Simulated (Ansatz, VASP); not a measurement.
Be3CdO4: VASP beside Ansatz

Contents of INCAR:

```
SYSTEM = Be3CdO4
ALGO = Normal ; EDIFF = 1E-7
EDIFFG = -0.08 ; ENCUT = 700
GGA = PE ; GGA_COMPAT = .False.
IBRION = 2 ; ISIF = 3
ISMEAR = 0 ; LASPH = .True.
LCHARG = .False. ; LREAL = .False.
LWAVE = .False. ; NELM = 120
NELMIN = 4 ; NSW = 36
PREC = Accurate ; SIGMA = 0.15
```

File KPOINTS:

```
k-points
0
Gamma
  3 3 3
  0 0 0
```

The input POSCAR:

```
Be3CdO4
1.0
    2.8135572200      1.6244080200      2.8634393600
   -2.8135572200      1.6244080200      2.8634393600
    0.0000000000     -3.2488160300      2.8634393600
Be Cd O
3 1 4
Direct
    0.4253477700      0.1316563300      0.4253477700
    0.4253477700      0.4253477700      0.1316563300
    0.1316563300      0.4253477700      0.4253477700
    0.7927732800      0.7927732800      0.7927732800
    0.1676570000      0.1676570000      0.1676570000
    0.9118810700      0.4499501600      0.9118810700
    0.9118810700      0.9118810700      0.4499501600
    0.4499501600      0.9118810700      0.9118810700
```

Input for Ansatz:

```yaml
crystal:
  lattice:
    - [2.81355722, 1.62440802, 2.86343936]
    - [-2.81355722, 1.62440802, 2.86343936]
    - [0.0, -3.24881603, 2.86343936]
  atoms:
    - { symbol: Be, position: [0.42534777, 0.13165633, 0.42534777] }
    - { symbol: Be, position: [0.42534777, 0.42534777, 0.13165633] }
    - { symbol: Be, position: [0.13165633, 0.42534777, 0.42534777] }
    - { symbol: Cd, position: [0.79277328, 0.79277328, 0.79277328] }
    - { symbol: O, position: [0.167657, 0.167657, 0.167657] }
    - { symbol: O, position: [0.91188107, 0.44995016, 0.91188107] }
    - { symbol: O, position: [0.91188107, 0.91188107, 0.44995016] }
    - { symbol: O, position: [0.44995016, 0.91188107, 0.91188107] }
basis:
  ecutwfc: 420
kpoints:
  mp_grid: { grid: [3, 3, 3] }
hamiltonian:
  xc: pbe
scf:
  occupations: { method: gaussian, width: 0.15 }
  lower_state_search: "off"
output:
  forces: true
  stress: true
  eigenvalues: true
relax:
  adjacent_minimum: "off"
  f_tol: 0.08
  max_steps: 16
  cell: { stress_tol: 0.8 }
```

Alike in both runs: task relaxation of cell and atoms; functional PBE; k mesh 3 × 3 × 3; occupations gaussian, width 0.15 eV; no spin polarisation.

|  | VASP | Ansatz |
| --- | --- | --- |
| version | VASP 6.6.1 | Ansatz 0.2.0 |
| potentials or method | VASP PAW PBE potentials, release 64 (Be, Cd_sv_GW, O), cutoff 700 eV | scalar-relativistic, plane waves, PAW |
| valence electrons in the cell | 50 | 50 |

VASP gave:

```
gap on the k mesh at the Fermi level, each at its own relaxed structure (eV)  : 1.55
relaxed volume (Å³/atom)                                                      : 11.41
relaxed length of the cell vector where the two differ most in proportion (Å) : 4.663
```

Question: Which values does Ansatz return?

Answer: gap on the k mesh at the Fermi level, each at its own relaxed structure (eV): 1.52; relaxed volume (Å³/atom): 11.44; relaxed length of the cell vector where the two differ most in proportion (Å): 4.671.

The k mesh is coarse, so the values compare programs but aren't converged. Noted on VASP's run: the volume moved by over 15 % at a fixed basis, so the end points are rough.
